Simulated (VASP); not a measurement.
CdSe, 2 atoms in the cell. Symmetry: Fm-3m, No. 225, cubic system. The conventional cell has a = 5.748 Å, b = 5.748 Å, c = 5.748 Å, α = 90.00°, β = 90.00°, γ = 90.00°. Cd (site symmetry m-3m) has 6 Se at 2.87 Å within 3.8 Å. Se (site symmetry m-3m) has 6 Cd at 2.87 Å within 3.8 Å. 

```yaml
Program: VASP 6.6.1
Task: single point
Functional: PBEsol
Potentials_or_basis: VASP PAW PBE potentials, release 64 (Cd, Se)
Cutoff: 500 eV
k_mesh: 4 × 4 × 4
Occupations: gaussian, width 0.1 eV
Spin: no spin polarisation
Dipole_correction: no
Further_INCAR_settings: ALGO = Normal; EDIFF = 1e-06; NBANDS = 16
```

Potentials or basis: VASP PAW PBE potentials, release 64 (Cd, Se).

The run is started by

```console
$ cat potpaw_PBE.64/Cd/POTCAR potpaw_PBE.64/Se/POTCAR > POTCAR
$ mpirun -np 1 vasp_std > vasp.out
```

Hardware: 1 thread of Intel(R) Xeon(R) Platinum 8259CL CPU @ 2.50GHz (Skylake/Cascade Lake), with other jobs on the host.

Question: How long does it take, and how much memory?

Answer: Wall time 7.9 s on 1 thread of Intel(R) Xeon(R) Platinum 8259CL CPU @ 2.50GHz (Skylake/Cascade Lake) (shared host), peak memory 0.16 GiB. Counts: scf iterations 12, k points 8.
